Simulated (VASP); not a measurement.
Fe2O3 (Hematite):

```
CELL_PARAMETERS angstrom
2.51900 1.45435 4.59067
-2.51900 1.45435 4.59067
0.00000 -2.90869 4.59067
ATOMIC_POSITIONS crystal
Fe 0.35530 0.35530 0.35530
Fe 0.14470 0.14470 0.14470
Fe 0.64470 0.64470 0.64470
Fe 0.85530 0.85530 0.85530
O 0.55590 0.25000 0.94410
O 0.25000 0.94410 0.55590
O 0.94410 0.55590 0.25000
O 0.44410 0.75000 0.05590
O 0.75000 0.05590 0.44410
O 0.05590 0.44410 0.75000
```

Base run:

- Program: VASP 6.6.1
- Functional: RPBE
- Potentials or basis: VASP PAW PBE potentials, release 64 (Fe, O)
- Cutoff: 520 eV
- k mesh: 7 × 7 × 7
- Occupations: fermi-dirac, width 0.05 eV
- Spin: collinear spin, ferromagnetic start
- Starting moments: [3.0, 3.0, 3.0, 3.0, 0.0, 0.0, 0.0, 0.0, 0.0, 0.0] μB

Its results: pressure 3.5 GPa; net moment 14.69 μB per cell; site moments Fe +3.29; O +0.18 μB; largest force 0.810 eV/Å.

Task: The run is repeated on the same cell with these changes: functional from RPBE to PBE; further incar settings from ALGO = Normal; EDIFF = 1e-06; NBANDS = 49 to ALGO = Normal; EDIFF = 1e-07; NBANDS = 49. What comes out?

Result: Pressure -4.8 GPa; net moment 13.54 μB per cell; site moments Fe +3.08; O +0.14 μB; largest force 0.915 eV/Å.

Caveats: only a ferromagnetic start was run, and an antiferromagnetic order may lie lower in energy; the PAW data sets were made with another functional, which shifts forces and pressure a little (some runs).
